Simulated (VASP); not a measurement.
Set up this calculation in VASP 6.6.1, as the native input.

| Item | Value |
| --- | --- |
| Task | single point |
| Functional | PBE |
| Potentials or basis | VASP PAW PBE potentials, release 64 (Si, C) |
| Cutoff | 520 eV |
| k mesh | 9 × 5 × 3 |
| Occupations | gaussian, width 0.05 eV |
| Spin | no spin polarisation |
| Dipole correction | no |
| Further INCAR settings | LREAL = Auto; ALGO = Normal; EDIFF = 1e-06; NBANDS = 46 |

The structure of SiC lies in POSCAR:

```
SiC
1.0
    1.5458832036     -2.6775482513      0.0000000000
    0.0000000000      0.0000000000     -5.0740211774
   13.1724135391      7.6050965024      0.0000000000
Si C
8 8
Direct
    0.5000000000      0.9954364687      0.5867881383
    0.0000000000      0.9954364687      0.0586788138
    0.5000000000      0.9954364687      0.2347152553
    0.0000000000      0.9954364687      0.4107516968
    0.0000000000      0.4954364687      0.6454669522
    0.5000000000      0.4954364687      0.1173576277
    0.0000000000      0.4954364687      0.2933940692
    0.5000000000      0.4954364687      0.4694305107
    0.5000000000      0.6195635313      0.5867881383
    0.0000000000      0.6195635313      0.0586788138
    0.5000000000      0.6195635313      0.2347152553
    0.0000000000      0.6195635313      0.4107516968
    0.0000000000      0.1195635313      0.6454669522
    0.5000000000      0.1195635313      0.1173576277
    0.0000000000      0.1195635313      0.2933940692
    0.5000000000      0.1195635313      0.4694305107
```

This cell differs from its parent crystal: the distance across one plane changed.

One way to write it, as run:

INCAR

```
SYSTEM = SiC
PREC     = Accurate       ! precision mode
ENCUT    = 520            ! plane-wave cutoff, eV
EDIFF    = 1E-6           ! SCF threshold, eV
ISMEAR   = 0              ! smearing method
SIGMA    = 0.05           ! smearing width, eV
LREAL    = Auto         
LASPH    = .TRUE.         ! aspherical terms in the spheres
NELM     = 60             ! most SCF steps
ALGO     = Normal         ! electronic algorithm
ISIF     = 2              ! what is computed and relaxed
LWAVE    = .FALSE.        ! write WAVECAR
LCHARG   = .TRUE.         ! write CHGCAR
GGA      = PE             ! functional
LELF     = .TRUE.         ! ELF
LVHAR    = .TRUE.       
NBANDS   = 46             ! bands
```

KPOINTS

```
regular mesh
0
G
  9 5 3
  0 0 0
```

Potentials or basis: VASP PAW PBE potentials, release 64 (Si, C).

The run is started by

```console
$ cat potpaw_PBE.64/Si/POTCAR potpaw_PBE.64/C/POTCAR > POTCAR
$ mpirun -np 1 vasp_std > vasp.out
```

Results of the run:

| Quantity | Value |
| --- | --- |
| Pressure | -2.8 GPa |
| Largest force | 2.927 eV/Å |
| Band gap on the k mesh | 0.52 eV (least direct gap 0.54 eV) |

Caveat: the cell differs from its parent crystal (the distance across one plane changed); an odd mesh through Γ misses points on the zone boundary, where band edges can lie; forces of over 1 eV/Å act on the atoms, so gaps and moduli don't describe the material at rest.

Wall time 5.6 min on 1 thread of Intel(R) Xeon(R) Platinum 8488C (Sapphire Rapids), on a shared host, peak memory 0.43 GiB.
